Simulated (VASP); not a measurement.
Here is a VASP 6.6.1 calculation.

The input INCAR:

```
ALGO     = Normal         # electronic algorithm
EDIFF    = 1E-6           # SCF threshold, eV
EDIFFG   = -0.01          # ionic threshold
ENCUT    = 600            # plane-wave cutoff, eV
GGA      = PS             # functional
IBRION   = 2              # ionic algorithm
ISIF     = 3              # what is computed and relaxed
ISMEAR   = -1             # smearing method
LASPH    = True           # aspherical terms in the spheres
LCHARG   = False          # write CHGCAR
LREAL    = False          # projectors in reciprocal space
LWAVE    = False          # write WAVECAR
NELM     = 60             # most SCF steps
NSW      = 100            # ionic steps
PREC     = Accurate       # precision mode
SIGMA    = 0.03           # smearing width, eV
```

KPOINTS

```
k-points
0
Gamma
  6 6 2
```

File POSCAR:

```
Cs2TlF3
1.0
    4.2832874300      0.0000000000      0.0000000000
   -2.1416437200      3.7094357300      0.0000000000
    0.0000000000      0.0000000000     10.6285175700
Cs Tl F
2 1 3
Direct
    0.3333333300      0.6666666700      0.8271350000
    0.6666666700      0.3333333300      0.1728650000
    0.0000000000      0.0000000000      0.5000000000
    0.3333333300      0.6666666700      0.3480920000
    0.6666666700      0.3333333300      0.6519080000
    0.0000000000      0.0000000000      0.0000000000
```

Potentials or basis: VASP PAW PBE potentials, release 64 (Cs_sv, Tl_d, F).

Command:

```sh
$ cat potpaw_PBE.64/Cs_sv/POTCAR potpaw_PBE.64/Tl_d/POTCAR potpaw_PBE.64/F/POTCAR > POTCAR
$ mpirun -np 1 vasp_std > vasp.out
```

(1) Predict the relaxed volume.

(2) Estimate the band gap on the k mesh.

Answers

(1) 24.46 Å³/atom.

(2) 3.64 eV (least direct gap 4.00 eV).

Caveat: the PAW data sets were made with another functional, which shifts forces and pressure a little; spin-orbit coupling is left out, which moves the levels of the heavy elements.
